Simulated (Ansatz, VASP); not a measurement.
## SrO: VASP beside Ansatz

```xyz
2
Lattice="0.0000 2.5838 2.5838 2.5838 0.0000 2.5838 2.5838 2.5838 0.0000" Properties=species:S:1:pos:R:3 pbc="T T T"
Sr    2.5838    2.5838    2.5838
O     0.0000    0.0000    0.0000
```

Alike in both runs: task single point; functional PBE; k mesh 6 × 6 × 6; no spin polarisation.

```csv
,VASP,Ansatz
version,VASP 6.6.1,Ansatz 0.2.0
potentials or method,"VASP PAW PBE potentials, release 64 (Sr_sv, O), cutoff 600 eV","scalar-relativistic, plane waves, PAW"
occupations,tetrahedron,tetrahedron-uncorrected
valence electrons in the cell,16,16
```

```tsv
	VASP	Ansatz	Ansatz less VASP
gap on the k mesh at the Fermi level (eV)	3.27	3.32	+0.046
least direct gap on the mesh (eV)	3.37	3.41	+0.036
pressure (GPa)	1.8	1.4	-0.46
```

Ansatz's warnings: band table not solved further.
